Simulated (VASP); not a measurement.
A run of VASP 6.6.1:

Contents of INCAR:

```
PREC = Accurate ; ENCUT = 520
EDIFF = 1E-6 ; ISMEAR = 0
SIGMA = 0.02 ; LREAL = False
LASPH = True ; NELM = 60
ALGO = Normal ; ISIF = 2
LWAVE = False ; LCHARG = False
NBANDS = 14
```

The input KPOINTS:

```
Automatic mesh
0
Gamma
  9 9 9
```

File POSCAR:

```
Rh
1.0
    3.1960000000      0.0000000000      0.0000000000
    0.0000000000      3.1960000000      0.0000000000
    0.0000000000      0.0000000000      3.1960000000
Rh
1
Direct
    0.0000000000      0.0000000000      0.0000000000
```

Potentials or basis: VASP PAW LDA potentials, release 64 (Rh_pv).

Launch:

```bash
$ cat potpaw_LDA.64/Rh_pv/POTCAR > POTCAR
$ mpirun -np 1 vasp_std > vasp.out
```

Hardware: 1 thread of Intel(R) Xeon(R) Platinum 8488C (Sapphire Rapids), with other jobs on the host.

**Question.** Estimate the wall time of this run.

**Answer.** Wall time 5.2 s on 1 thread of Intel(R) Xeon(R) Platinum 8488C (Sapphire Rapids), on a shared host, peak memory 0.13 GiB. Counts: scf iterations 11, k points 35.
